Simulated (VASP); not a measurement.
# HfC (P6_3/mmc) in VASP: a series of runs

The runs below take HfC through single point, with PBEsol+U.

Program: VASP 6.6.1. These are calculated values, not measurements. Logs are shortened: lines on timing, memory, paths and dates and some standing lists are left out, and cuts for length are marked.

### 1 The cell of the first run

It takes space group P6_3/mmc (No. 194, hexagonal). Conventional cell: a = 3.343 Å, b = 3.343 Å, c = 5.203 Å, α = 90.00°, β = 90.00°, γ = 120.00°. Hf (site symmetry -6m2) has 6 C at 2.33 Å within 3.1 Å. Within 3.1 Å of C (site symmetry -3m) lie 6 Hf at 2.33 Å and 2 C at 2.60 Å.

### 2 Single point, PBEsol+U

The input, INCAR:

```
SYSTEM = HfC
PREC = Accurate
ENCUT = 520
EDIFF = 1E-6
ISMEAR = -1
SIGMA = 0.05
LREAL = .FALSE.
LASPH = .TRUE.
NELM = 150
ALGO = Normal
ISIF = 2
LWAVE = .FALSE.
LCHARG = .TRUE.
LMAXMIX = 4
LDAU = .TRUE.
LDAUTYPE = 2
LDAUL = 2 -1
LDAUU = 6 0
LDAUJ = 0 0
LDAUPRINT = 1
GGA = PS
LELF = .TRUE.
LVHAR = .TRUE.
NBANDS = 22
```

The input, KPOINTS:

```
regular mesh
0
G
  9 9 5
  0 0 0
```

The input, POSCAR:

```
HfC
1.0
    3.3428660531      0.0000000000      0.0000000000
   -1.6714330265      2.8950069234      0.0000000000
    0.0000000000      0.0000000000      5.2027140000
Hf C
2 2
Direct
    0.3333333333      0.6666666667      0.2500000000
    0.6666666667      0.3333333333      0.7500000000
    0.0000000000      0.0000000000      0.5000000000
    0.0000000000      0.0000000000      0.0000000000
```

Potentials or basis: VASP PAW PBE potentials, release 64 (Hf_pv, C).

On the command line:

```sh
cat potpaw_PBE.64/Hf_pv/POTCAR potpaw_PBE.64/C/POTCAR > POTCAR
mpirun -np 1 vasp_std > vasp.out
```

OUTCAR:

```text
SYSTEM = HfC
   PREC = Accurate
   ENCUT = 520
   EDIFF = 1E-6
   ISMEAR = -1
   LREAL = .FALSE.
   LASPH = .TRUE.
   NELM = 150
   ISIF = 2
   GGA = PS

 ion  position               nearest neighbor table
   1  0.333  0.667  0.250-   3 2.33   4 2.33   3 2.33   4 2.33   3 2.33   4 2.33   2 3.24   2 3.24
                             2 3.24   2 3.24   2 3.24   2 3.24
   2  0.667  0.333  0.750-   3 2.33   4 2.33   3 2.33   4 2.33   3 2.33   4 2.33   1 3.24   1 3.24
                             1 3.24   1 3.24   1 3.24   1 3.24
   3  0.000  0.000  0.500-   1 2.33   2 2.33   1 2.33   2 2.33   2 2.33   1 2.33
   4  0.000  0.000  0.000-   1 2.33   2 2.33   1 2.33   2 2.33   2 2.33   1 2.33

  LATTYP: Found a hexagonal cell.
 ALAT       =     3.3428660531
 C/A-ratio  =     1.5563632875

  Lattice vectors:

 A1 = (   3.3428660531,   0.0000000000,   0.0000000000)
 A2 = (  -1.6714330265,   2.8950069234,   0.0000000000)
 A3 = (   0.0000000000,   0.0000000000,   5.2027140000)

Analysis of symmetry for initial positions (statically):
=====================================================================
 Subroutine PRICEL returns:
 Original cell was already a primitive cell.

 Routine SETGRP: Setting up the symmetry group for a
 hexagonal supercell.

 Subroutine GETGRP returns: Found 24 space group operations
 (whereof 12 operations were pure point group operations)
 out of a pool of 24 trial point group operations.

The static configuration has the point symmetry D_3d.
 The point group associated with its full space group is D_6h.

Analysis of symmetry for dynamics (positions and initial velocities):
=====================================================================
 Subroutine PRICEL returns:
 Original cell was already a primitive cell.

 Routine SETGRP: Setting up the symmetry group for a
 hexagonal supercell.

 Subroutine GETGRP returns: Found 24 space group operations
 (whereof 12 operations were pure point group operations)
 out of a pool of 24 trial point group operations.

The dynamic configuration has the point symmetry D_3d.
 The point group associated with its full space group is D_6h.

 Subroutine INISYM returns: Found 24 space group operations
 (whereof 12 operations are pure point group operations),
 and found     1 'primitive' translations

----------------------------------------------------------------------------------------

                                     Primitive cell

  volume of cell :      50.3499

  direct lattice vectors                    reciprocal lattice vectors
     3.342866053  0.000000000  0.000000000     0.299144502  0.172711159  0.000000000
    -1.671433026  2.895006923  0.000000000     0.000000000  0.345422317  0.000000000
     0.000000000  0.000000000  5.202714000     0.000000000  0.000000000  0.192207375

  length of vectors
     3.342866053  3.342866053  5.202714000     0.345422317  0.345422317  0.192207375

  position of ions in fractional coordinates (direct lattice)
     0.333333333  0.666666667  0.250000000
     0.666666667  0.333333333  0.750000000
     0.000000000  0.000000000  0.500000000
     0.000000000  0.000000000  0.000000000

  ion indices of the primitive-cell ions
   primitive index   ion index
                 1           1
                 2           2
                 3           3
                 4           4

----------------------------------------------------------------------------------------

[... 102 lines left out ...]
   LEPSILON=     F    determine dielectric tensor
   LRPA    =     F    only Hartree local field effects (RPA)
 non-spin polarized calculation
  energy-cutoff  :      520.00
  volume of cell :       50.35
 maximum number of plane-waves:      1375
 NGX is ok and might be reduce to    28
   NGX = 13   NGY = 13   NGZ = 19

atom =   1  type =  1  l = 2

 onsite density matrix

spin component  1

  0.1432  0.0000 -0.0000 -0.0000  0.0000
  0.0000  0.1842  0.0000  0.0000  0.0000
 -0.0000  0.0000  0.1097 -0.0000 -0.0000
 -0.0000  0.0000 -0.0000  0.1842 -0.0000
  0.0000  0.0000 -0.0000 -0.0000  0.1432

spin component  2

  0.1432  0.0000 -0.0000 -0.0000  0.0000
  0.0000  0.1842  0.0000  0.0000  0.0000
 -0.0000  0.0000  0.1097 -0.0000 -0.0000
 -0.0000  0.0000 -0.0000  0.1842 -0.0000
  0.0000  0.0000 -0.0000 -0.0000  0.1432

 occupancies and eigenvectors

  o =  0.1097  v = -0.0000 -0.0000 -1.0000 -0.0000 -0.0000  0.0000  0.0000  0.0000  0.0000  0.0000      0.0000  0.0000  0.0000  0.0000  0.0000  0.0000  0.0000  0.0000  0.0000  0.0000
  o =  0.1097  v =  0.0000  0.0000  0.0000  0.0000  0.0000 -0.0000 -0.0000 -1.0000 -0.0000 -0.0000      0.0000  0.0000  0.0000  0.0000  0.0000  0.0000  0.0000  0.0000  0.0000  0.0000
  o =  0.1432  v =  0.0000  0.0000  0.0000  0.0000  0.0000  0.0120 -0.0000  0.0000 -0.0000 -0.9999      0.0000  0.0000  0.0000  0.0000  0.0000  0.0000  0.0000  0.0000  0.0000  0.0000
  o =  0.1432  v =  0.0120 -0.0000  0.0000 -0.0000 -0.9999  0.0000  0.0000  0.0000  0.0000  0.0000      0.0000  0.0000  0.0000  0.0000  0.0000  0.0000  0.0000  0.0000  0.0000  0.0000
  o =  0.1432  v =  0.0000  0.0000  0.0000  0.0000  0.0000  0.9999  0.0000 -0.0000  0.0000  0.0120      0.0000  0.0000  0.0000  0.0000  0.0000  0.0000  0.0000  0.0000  0.0000  0.0000
  o =  0.1432  v =  0.9999  0.0000 -0.0000  0.0000  0.0120  0.0000  0.0000  0.0000  0.0000  0.0000      0.0000  0.0000  0.0000  0.0000  0.0000  0.0000  0.0000  0.0000  0.0000  0.0000
  o =  0.1842  v =  0.0000  0.8813 -0.0000 -0.4726 -0.0000  0.0000  0.0000  0.0000  0.0000  0.0000      0.0000  0.0000  0.0000  0.0000  0.0000  0.0000  0.0000  0.0000  0.0000  0.0000
  o =  0.1842  v =  0.0000  0.0000  0.0000  0.0000  0.0000  0.0000  0.8813 -0.0000 -0.4726 -0.0000      0.0000  0.0000  0.0000  0.0000  0.0000  0.0000  0.0000  0.0000  0.0000  0.0000
  o =  0.1842  v =  0.0000  0.0000  0.0000  0.0000  0.0000 -0.0000  0.4726 -0.0000  0.8813 -0.0000      0.0000  0.0000  0.0000  0.0000  0.0000  0.0000  0.0000  0.0000  0.0000  0.0000
  o =  0.1842  v = -0.0000  0.4726 -0.0000  0.8813 -0.0000  0.0000  0.0000  0.0000  0.0000  0.0000      0.0000  0.0000  0.0000  0.0000  0.0000  0.0000  0.0000  0.0000  0.0000  0.0000

atom =   2  type =  1  l = 2

 onsite density matrix

spin component  1

  0.1432  0.0000 -0.0000 -0.0000  0.0000
  0.0000  0.1842 -0.0000  0.0000  0.0000
 -0.0000 -0.0000  0.1097  0.0000 -0.0000
 -0.0000  0.0000  0.0000  0.1842  0.0000
  0.0000  0.0000 -0.0000  0.0000  0.1432

spin component  2

  0.1432  0.0000 -0.0000 -0.0000  0.0000
  0.0000  0.1842 -0.0000  0.0000  0.0000
 -0.0000 -0.0000  0.1097  0.0000 -0.0000
 -0.0000  0.0000  0.0000  0.1842  0.0000
  0.0000  0.0000 -0.0000  0.0000  0.1432

 occupancies and eigenvectors

  o =  0.1097  v = -0.0000  0.0000 -1.0000  0.0000 -0.0000  0.0000  0.0000  0.0000  0.0000  0.0000      0.0000  0.0000  0.0000  0.0000  0.0000  0.0000  0.0000  0.0000  0.0000  0.0000
  o =  0.1097  v =  0.0000  0.0000  0.0000  0.0000  0.0000 -0.0000  0.0000 -1.0000  0.0000 -0.0000      0.0000  0.0000  0.0000  0.0000  0.0000  0.0000  0.0000  0.0000  0.0000  0.0000
  o =  0.1432  v =  0.0000  0.0000  0.0000  0.0000  0.0000  0.0258  0.0000  0.0000  0.0000 -0.9997      0.0000  0.0000  0.0000  0.0000  0.0000  0.0000  0.0000  0.0000  0.0000  0.0000
  o =  0.1432  v =  0.0258  0.0000  0.0000  0.0000 -0.9997  0.0000  0.0000  0.0000  0.0000  0.0000      0.0000  0.0000  0.0000  0.0000  0.0000  0.0000  0.0000  0.0000  0.0000  0.0000
  o =  0.1432  v =  0.0000  0.0000  0.0000  0.0000  0.0000  0.9997 -0.0000 -0.0000  0.0000  0.0258      0.0000  0.0000  0.0000  0.0000  0.0000  0.0000  0.0000  0.0000  0.0000  0.0000
  o =  0.1432  v =  0.9997 -0.0000 -0.0000  0.0000  0.0258  0.0000  0.0000  0.0000  0.0000  0.0000      0.0000  0.0000  0.0000  0.0000  0.0000  0.0000  0.0000  0.0000  0.0000  0.0000
  o =  0.1842  v = -0.0000 -0.8813  0.0000  0.4725 -0.0000  0.0000  0.0000  0.0000  0.0000  0.0000      0.0000  0.0000  0.0000  0.0000  0.0000  0.0000  0.0000  0.0000  0.0000  0.0000
  o =  0.1842  v =  0.0000  0.0000  0.0000  0.0000  0.0000 -0.0000 -0.8813  0.0000  0.4725 -0.0000      0.0000  0.0000  0.0000  0.0000  0.0000  0.0000  0.0000  0.0000  0.0000  0.0000
  o =  0.1842  v =  0.0000  0.0000  0.0000  0.0000  0.0000  0.0000 -0.4725  0.0000 -0.8813 -0.0000      0.0000  0.0000  0.0000  0.0000  0.0000  0.0000  0.0000  0.0000  0.0000  0.0000
  o =  0.1842  v =  0.0000 -0.4725  0.0000 -0.8813 -0.0000  0.0000  0.0000  0.0000  0.0000  0.0000      0.0000  0.0000  0.0000  0.0000  0.0000  0.0000  0.0000  0.0000  0.0000  0.0000

 number of electron      28.0000002 magnetization

 Free energy of the ion-electron system (eV)
  ---------------------------------------------------
  ext. energy  EPLUGINS =         0.00000000
  ---------------------------------------------------
  free energy    TOTEN  =       -35.38414576 eV

  energy without entropy =      -35.38079787  energy(sigma->0) =      -35.38247181

 E-fermi :   7.1351     XC(G=0): -12.4217

 val. band max:        7.0852490009   @ k =   0.0000   0.0000   0.2000
 cond. band min:       7.3557591622   @ k =   0.2222   0.1111   0.2000
 fundamental gap:      0.2705101613
 Fermi energy:         7.1350803775

 k-point     1 :       0.0000    0.0000    0.0000
  band No.  band energies     occupation
      1     -24.8101      2.00000
      2     -24.2612      2.00000
      3     -24.2612      2.00000
      4     -24.1722      2.00000
      5     -24.1722      2.00000
      6     -24.0985      2.00000
[... 589 lines left out ...]
     21      15.1256      0.00000
     22      15.1256      0.00000

 [... further k-points ...]

------------------------ aborting loop because EDIFF is reached ----------------------------------------

  FORCE on cell =-STRESS in cart. coord.  units (eV):
  Direction    XX          YY          ZZ          XY          YZ          ZX
  --------------------------------------------------------------------------------------
  -------------------------------------------------------------------------------------
  Total        3.6329934      3.6329934      6.1322465      0.0000000      0.0000000     -0.0000000
  in kB      115.6050094    115.6050094    195.1334185      0.0000000      0.0000000     -0.0000000
  external PRESSURE =     142.1144791 kB  Pullay stress =       0.0000000 kB

 VOLUME and BASIS-vectors are now :
 -----------------------------------------------------------------------------
  energy-cutoff  :      520.00
  volume of cell :       50.35
      direct lattice vectors                 reciprocal lattice vectors
     3.342866053  0.000000000  0.000000000     0.299144502  0.172711159  0.000000000
    -1.671433026  2.895006923  0.000000000     0.000000000  0.345422317  0.000000000
     0.000000000  0.000000000  5.202714000     0.000000000  0.000000000  0.192207375

 POSITION                                       TOTAL-FORCE (eV/Angst)
 -----------------------------------------------------------------------------------
     -0.00000      1.93000      1.30068        -0.000000      0.000000      0.000000
      1.67143      0.96500      3.90204         0.000000     -0.000000      0.000000
      0.00000      0.00000      2.60136         0.000000     -0.000000      0.000000
      0.00000      0.00000      0.00000         0.000000     -0.000000      0.000000
 -----------------------------------------------------------------------------------
    total drift:                               -0.000000      0.000000     -0.000000

  FREE ENERGIE OF THE ION-ELECTRON SYSTEM (eV)
  ---------------------------------------------------
  free  energy   TOTEN  =       -35.3841457564 eV

  energy  without entropy=      -35.3807978695  energy(sigma->0) =      -35.38247181
```

Wall time 22 s (1 thread of Intel Xeon 6975P-C (Granite Rapids), shared host); peak memory 0.19 GiB.

Results:

```yaml
Free_energy: -35.3841 eV
Pressure: 14.2 GPa
Band_gap_on_the_k_mesh: zero (bands 14 and 15 overlap by 1.40 eV)
```

Stress tensor (GPa, compression positive):
```
11.56  0.00  0.00
 0.00 11.56  0.00
 0.00  0.00 19.51
```

Levels at points of the mesh, in eV from the Fermi level:
| k point | band 11 | band 12 | band 13 | band 14 | band 15 | band 16 | band 17 | band 18 |
| --- | --- | --- | --- | --- | --- | --- | --- | --- |
| (0.00, 0.00, 0.00) | -3.05 | -1.33 | -1.33 | 1.31 | 1.89 | 1.89 | 1.96 | 2.25 |

Eigenvalues of the final occupation matrices:
```tsv
site	spin	trace	eigenvalues
site 1 d	1	0.76	0.11 0.14 0.14 0.18 0.18
site 1 d	2	0.76	0.11 0.14 0.14 0.18 0.18
site 2 d	1	0.76	0.11 0.14 0.14 0.18 0.18
site 2 d	2	0.76	0.11 0.14 0.14 0.18 0.18
```

Caveat: the stress differs along the axes, from 12 to 20 GPa; the PAW data sets were made with another functional, which shifts forces and pressure a little; spin-orbit coupling is left out, which moves the levels of the heavy elements; U without spin polarisation on a metal has little footing; the U is typed as a test and isn't derived for this compound.

### 3 Single point, PBEsol+U

Edit INCAR of step 2 so:

```diff
@@ -12,3 +12,3 @@
 LWAVE = .FALSE.
-LCHARG = .TRUE.
+LCHARG = .FALSE.
 LMAXMIX = 4
@@ -17,3 +17,3 @@
 LDAUL = 2 -1
-LDAUU = 6 0
+LDAUU = 8 0
 LDAUJ = 0 0
@@ -21,4 +21,2 @@
 GGA = PS
-LELF = .TRUE.
-LVHAR = .TRUE.
 NBANDS = 22
```

KPOINTS is that of step 2.

POSCAR is that of step 2.

Potentials or basis: VASP PAW PBE potentials, release 64 (Hf_pv, C).

On the command line:

```sh
cat potpaw_PBE.64/Hf_pv/POTCAR potpaw_PBE.64/C/POTCAR > POTCAR
mpirun -np 1 vasp_std > vasp.out
```

Wall time 20 s (1 thread of Intel Xeon 6975P-C (Granite Rapids), shared host); peak memory 0.19 GiB.

The run converged. Its results:

| Item | Value |
| --- | --- |
| Free energy | -32.8660 eV |
| Pressure | 22.1 GPa |
| Band gap on the k mesh | zero (bands 14 and 15 overlap by 1.45 eV) |

Stress tensor (GPa, compression positive):
```
18.88  0.00  0.00
 0.00 18.88  0.00
 0.00  0.00 28.67
```

Levels at points of the mesh, in eV from the Fermi level:
```tsv
k point	band 12	band 13	band 14	band 15	band 16	band 17
(0.00, 0.00, 0.00)	-1.38	-1.38	1.36	1.84	2.08	2.08
```

Eigenvalues of the final occupation matrices:
```
    site  spin  trace               eigenvalues
site 1 d     1   0.72  0.10 0.13 0.13 0.18 0.18
site 1 d     2   0.72  0.10 0.13 0.13 0.18 0.18
site 2 d     1   0.72  0.10 0.13 0.13 0.18 0.18
site 2 d     2   0.72  0.10 0.13 0.13 0.18 0.18
```

Caveat: the stress differs along the axes, from 19 to 29 GPa; the PAW data sets were made with another functional, which shifts forces and pressure a little; spin-orbit coupling is left out, which moves the levels of the heavy elements; U without spin polarisation on a metal has little footing; the U is typed as a test and isn't derived for this compound.

The gap in the log of VASP goes by the Fermi energy; the results here count the filled bands.